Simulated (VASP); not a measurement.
A run of VASP 6.6.1:

The input INCAR:

```
PREC     = Accurate       # precision mode
ENCUT    = 520            # plane-wave cutoff, eV
EDIFF    = 1E-6           # SCF threshold, eV
ISMEAR   = -1             # smearing method
SIGMA    = 0.05           # smearing width, eV
LREAL    = False          # projectors in reciprocal space
LASPH    = True           # aspherical terms in the spheres
NELM     = 100            # most SCF steps
ALGO     = Normal         # electronic algorithm
ISIF     = 2              # what is computed and relaxed
LWAVE    = False          # write WAVECAR
LCHARG   = False          # write CHGCAR
GGA      = PS             # functional
NBANDS   = 21             # bands
```

The input KPOINTS:

```
Automatic mesh
0
Gamma
  6 6 6
```

The input POSCAR:

```
Pb
1.0
    0.0000000000      3.4390000555      3.4733900561
    3.4390000555      0.0000000000      3.4733900561
    3.4390000555      3.4390000555      0.0000000000
Pb
2
Direct
    0.2500000000      0.2500000000      0.2500000000
    0.0000000000      0.0000000000      0.0000000000
```

Potentials or basis: VASP PAW PBE potentials, release 64 (Pb_d).

The run is started by

```console
$ cat potpaw_PBE.64/Pb_d/POTCAR > POTCAR
$ mpirun -np 1 vasp_std > vasp.out
```

Hardware: 1 thread of Intel(R) Xeon(R) 6975P-C (Granite Rapids), on a shared host.

Task: Estimate the wall time of this run.

Result: Wall time 16 s on 1 thread of Intel(R) Xeon(R) 6975P-C (Granite Rapids) (shared host), peak memory 0.21 GiB. Counts: scf iterations 12, k points 30.
